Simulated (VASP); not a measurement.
**BaTiO3: single point with r2SCAN**

The system is BaTiO3.

```
CELL_PARAMETERS angstrom
-4.13151 -4.13151 0.00000
-4.13151 4.13151 0.00000
0.00000 0.00000 -4.13151
ATOMIC_POSITIONS crystal
O 0.00000 0.00000 0.50000
O 0.50000 0.50000 0.50000
O 0.75000 0.75000 0.00000
O 0.25000 0.25000 0.00000
O 0.75000 0.25000 0.00000
O 0.25000 0.75000 0.00000
Ti 0.00000 0.50000 0.50000
Ti 0.50000 0.00000 0.50000
Ba 0.00000 0.00000 0.00000
Ba 0.50000 0.50000 0.00000
```

| Quantity | Value |
| --- | --- |
| Program | VASP 6.6.1 |
| Task | single point |
| Functional | r2SCAN |
| Potentials or basis | VASP PAW PBE potentials, release 64 (O, Ti_sv, Ba_sv) |
| Cutoff | 520 eV |
| k mesh | 4 × 4 × 6 |
| Occupations | fermi-dirac, width 0.1 eV |
| Spin | collinear spin |
| Starting moments | [0.0, 0.0, 0.0, 0.0, 0.0, 0.0, 1.0, 1.0, 0.0, 0.0] μB |

| Property | Result |
| --- | --- |
| Pressure | 47.4 GPa |
| Net moment | -4.91 μB per cell |
| Site moments | O -0.20, -0.01 (each value once); Ti -1.84; Ba -0.08 μB |
| Valence electrons inside the program's atomic spheres | O 5.05, 5.04 (each value once); Ti 9.98; Ba 9.18 |

Stress tensor (GPa, compression positive):
```
46.16  0.00  0.00
 0.00 46.16  0.00
 0.00  0.00 49.94
```

Levels at points of the mesh, in eV from the Fermi level:
Spin up:
| k point | band 36 | band 37 | band 38 | band 39 | band 40 | band 41 |
| --- | --- | --- | --- | --- | --- | --- |
| (0.00, 0.00, 0.00) | -3.45 | 0.61 | 1.17 | 1.18 | 1.18 | 1.38 |
| (0.50, 0.00, 0.00) | -1.60 | -0.83 | -0.83 | 1.45 | 1.45 | 1.62 |
| (0.50, 0.50, 0.00) | -4.22 | 1.21 | 1.21 | 1.42 | 1.42 | 1.72 |
| (0.00, 0.00, 0.50) | -3.28 | -3.28 | -2.37 | 1.21 | 1.21 | 1.30 |
| (0.50, 0.00, 0.50) | -3.54 | -1.93 | -1.93 | -0.72 | -0.72 | 1.56 |
| (0.50, 0.50, 0.50) | -3.76 | -3.34 | -3.34 | 0.97 | 0.97 | 1.39 |
Spin down:
```csv
k point,band 38,band 39,band 40,band 41,band 42,band 43,band 44,band 45,band 46,band 47
"(0.00, 0.00, 0.00)",-1.88,-1.26,-0.93,-0.46,0.06,0.06,0.07,0.23,0.54,0.79
"(0.50, 0.00, 0.00)",-1.38,-1.34,-1.34,-0.93,-0.93,0.40,0.40,0.43,0.43,0.49
"(0.50, 0.50, 0.00)",-1.36,-1.05,-1.05,0.22,0.22,0.65,0.65,0.74,0.74,0.92
"(0.00, 0.00, 0.50)",-2.75,-1.36,-1.15,-1.15,-1.05,0.13,0.13,0.14,0.23,0.73
"(0.50, 0.00, 0.50)",-1.99,-1.18,-1.18,-1.13,-1.13,-0.92,-0.92,0.46,0.46,0.50
"(0.50, 0.50, 0.50)",-3.55,-1.26,-1.26,-0.93,-0.93,0.22,0.22,0.79,0.79,0.79
```

It took 42 min on 1 thread of Oxide Virtual Turin-like Processor, on a shared host, peak memory 0.49 GiB.

Caveat: the cell stands under pressure; the PAW data sets were made with another functional, which shifts forces and pressure a little; spin-orbit coupling is left out, which moves the levels of the heavy elements; semilocal functionals often make such compounds metallic where correlation or magnetic order opens a gap, which also shifts bond lengths.
